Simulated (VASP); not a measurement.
Here is a VASP 6.6.1 calculation.

The input INCAR:

```
PREC = Accurate
ENCUT = 600
EDIFF = 1E-6
ISMEAR = -1
SIGMA = 0.05
LREAL = False
LASPH = True
NELM = 80
ALGO = Normal
ISIF = 3
LWAVE = False
LCHARG = False
GGA = CA
IBRION = 2
NSW = 32
EDIFFG = -0.005
PSTRESS = 1600.0
```

KPOINTS

```
Automatic mesh
0
Gamma
  18 18 18
```

POSCAR

```
Y
1.0
   -1.4451653789      1.4451653789      1.4451653789
    1.4451653789     -1.4451653789      1.4451653789
    1.4451653789      1.4451653789     -1.4451653789
Y
1
Direct
    0.0000000000      0.0000000000      0.0000000000
```

Potentials or basis: VASP PAW LDA potentials, release 64 (Y_sv).

Run with:

```bash
$ cat potpaw_LDA.64/Y_sv/POTCAR > POTCAR
$ mpirun -np 1 vasp_std > vasp.out
```

Problem. Estimate the relaxed volume.

Solution. 12.13 Å³/atom.

Problem. Estimate the relaxed cell.

Solution. a = 2.507 Å, b = 2.507 Å, c = 2.507 Å, α = 109.47°, β = 109.47°, γ = 109.47°.

Step by step:
| step | energy change (eV) | largest force (eV/Å) | pressure (GPa) | volume (Å³) |
| --- | --- | --- | --- | --- |
| 1 | 0.0000 | 0.0000 | 162.23 | 12.07 |
| 2 | -0.2878 | 0.0000 | 150.08 | 12.37 |
| 3 | -0.0538 | 0.0000 | 160.00 | 12.13 |

Caveat: the cell is relaxed towards a set pressure, so the enthalpy falls and the energy may rise.
